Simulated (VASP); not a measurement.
YGa4Te2, 7 atoms in the cell. Symmetry: I4/mmm, No. 139, tetragonal system. Conventional cell: a = 7.274 Å, b = 7.274 Å, c = 5.943 Å, α = 90.00°, β = 90.00°, γ = 90.00°. Y (site symmetry 4/mmm) has 12 Ga at 3.12 to 3.60 Å and 8 Te at 3.93 Å within 4.1 Å. Ga (site symmetry m2m) has 4 Ga at 2.87 to 3.17 Å and 4 Te at 3.02 Å and 3 Y at 3.12 to 3.60 Å within 3.8 Å. Within 4.0 Å of Te (site symmetry -4m2) lie 2 Te at 2.97 Å and 8 Ga at 3.02 Å and 4 Y at 3.93 Å. 

```yaml
Program: VASP 6.6.1
Task: single point
Functional: PBE
Potentials_or_basis: VASP PAW PBE potentials, release 64 (Y_sv, Ga_d, Te)
Cutoff: 520 eV
k_mesh: 7 × 7 × 7
Occupations: fermi-dirac, width 0.1 eV
Spin: no spin polarisation
Dipole_correction: no
Further_INCAR_settings: ALGO = Normal; EDIFF = 1e-07; NBANDS = 46
```

Potentials or basis: VASP PAW PBE potentials, release 64 (Y_sv, Ga_d, Te).

Launch:

```bash
$ cat potpaw_PBE.64/Y_sv/POTCAR potpaw_PBE.64/Ga_d/POTCAR potpaw_PBE.64/Te/POTCAR > POTCAR
$ mpirun -np 1 vasp_std > vasp.out
```

Hardware: 1 thread of AMD EPYC 7R43 64-Core Processor (Zen 3) (shared host).

Q: How long does it take, and how much memory?

A: Wall time 13 min on 1 thread of AMD EPYC 7R43 64-Core Processor (Zen 3), on a shared host, peak memory 0.46 GiB. Counts: scf iterations 16, k points 40.
